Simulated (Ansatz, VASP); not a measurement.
**Two plane-wave programs on CuO**

The input INCAR:

```
PREC = Accurate ; ENCUT = 700
EDIFF = 1E-6 ; ISMEAR = -1
SIGMA = 0.05 ; LREAL = F
LASPH = T ; NELM = 200
ALGO = Normal ; ISIF = 2
LWAVE = F ; LCHARG = F
LMAXMIX = 4 ; LDAU = T
LDAUTYPE = 2 ; LDAUL = 2 -1
LDAUU = 5.3 0 ; LDAUJ = 0 0
LDAUPRINT = 1 ; NBANDS = 20
GGA_COMPAT = F
```

The input KPOINTS:

```
Automatic mesh
0
Gamma
  11 11 11
```

The input POSCAR:

```
CuO
1.0
    0.0000000000      2.1165600000      2.1165600000
    2.1165600000      0.0000000000      2.1165600000
    2.1165600000      2.1165600000      0.0000000000
Cu O
1 1
Direct
    0.0294977200      0.0281008700      0.9080259900
    0.4705022800      0.4718991300      0.5919740100
```

The input input.yaml:

```yaml
crystal:
  lattice:
    - [0.0, 2.11656, 2.11656]
    - [2.11656, 0.0, 2.11656]
    - [2.11656, 2.11656, 0.0]
  atoms:
    - { symbol: Cu, position: [0.02949772, 0.02810087, 0.90802599] }
    - { symbol: O, position: [0.47050228, 0.47189913, 0.59197401] }
hamiltonian:
  xc: lda
  pseudopotentials: { kind: paw }
  hubbard: { sites: [{ species: Cu, l: d, u_eff: 5.3 }] }
kpoints:
  mp_grid: { grid: [11, 11, 11] }
  band_path:
    path:
      - [[0.0, 0.0, 0.0], [0.5, 0.0, 0.5], [0.5, 0.25, 0.75], [0.375, 0.375, 0.75], [0.0, 0.0, 0.0], [0.5, 0.5, 0.5], [0.625, 0.25, 0.625], [0.5, 0.25, 0.75], [0.5, 0.5, 0.5], [0.375, 0.375, 0.75]]
      - [[0.625, 0.25, 0.625], [0.5, 0.0, 0.5]]
    npoints: 14
scf:
  occupations: { method: fermi_dirac, width: 0.05 }
  n_extra_bands: 6
output:
  forces: true
  stress: true
  eigenvalues: true
  fatbands: false
  write_density: true
  write_potential: true
  elf: true
  volumetric_format: npy
```

Alike in both runs: functional LDA; k mesh 11 × 11 × 11; occupations fermi-dirac, width 0.05 eV; no spin polarisation; Hubbard terms Cu d U = 5.3 eV.

|  | VASP | Ansatz |
| --- | --- | --- |
| version | VASP 6.6.1 | Ansatz 0.2.0 |
| potentials or method | VASP PAW LDA potentials, release 64 (Cu_sv_GW, O) | Ansatz PAW |
| plane-wave cutoff (eV) | 700 | 420 |
| valence electrons in the cell | 25 | 25 |
| task | single point | band structure |

|  | VASP | Ansatz | Ansatz less VASP |
| --- | --- | --- | --- |
| gap on the k mesh at the Fermi level (eV) | none | none | - |
| pressure (GPa) | -2.6 | 4.4 | +7.02 |
| traceless stress, the component that is largest in VASP (GPa) | -2.72 | -3.64 | -0.920 |
| rms of the force components (eV/Å) | 0.435 | 0.547 | +0.1118 |

LDA's correlation is that of Perdew and Zunger in VASP and of Perdew and Wang (1992) in Ansatz. The programs project onto different local orbitals, so the same U acts differently, and such runs can settle in different states. Atom by atom the forces differ by 0.112 eV/Å (rms over components). A gap of «none» marks a metal or a gap that the smearing closes.
